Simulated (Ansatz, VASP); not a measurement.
**One calculation of H3C, two programs**

```xyz
4
Lattice="15.0000 0.0000 0.0000 0.0000 15.5000 0.0000 0.0000 0.0000 16.0000" Properties=species:S:1:pos:R:3 pbc="T T T"
C     7.5000    7.7500    7.9999
H     8.5856    7.7414    7.9812
H     6.9651    8.6943    8.0341
H     6.9493    6.8143    7.9847
```

Alike in both runs: functional PBE; dispersion D3(BJ); k mesh 1 × 1 × 1; occupations gaussian, width 0.005 eV; collinear spin.

Ansatz relaxed the structure, and its values are those at the end. VASP's run is a single point on that final structure, the one shown.

```csv
,VASP,Ansatz
version,VASP 6.6.1,Ansatz 0.2.0
potentials or method,"VASP PAW PBE potentials, release 64 (C, H), cutoff 520 eV","scalar-relativistic, plane waves, PAW"
valence electrons in the cell,7,7
```

VASP gave:

| Quantity | Value |
| --- | --- |
| gap on the k mesh at the Fermi level (eV) | 2.52 |
| rms of the force components (eV/Å) | 0.009 |
| net moment per atom (μB) | 0.25 |
| size of the moment on the site where the two differ most (μB) | 0.48 |

Q: Estimate Ansatz's values.

A: gap on the k mesh at the Fermi level (eV): 2.48; rms of the force components (eV/Å): 0.000; net moment per atom (μB): 0.25; size of the moment on the site where the two differ most (μB): 0.18.

Site moments also hang on the region over which each program counts them.
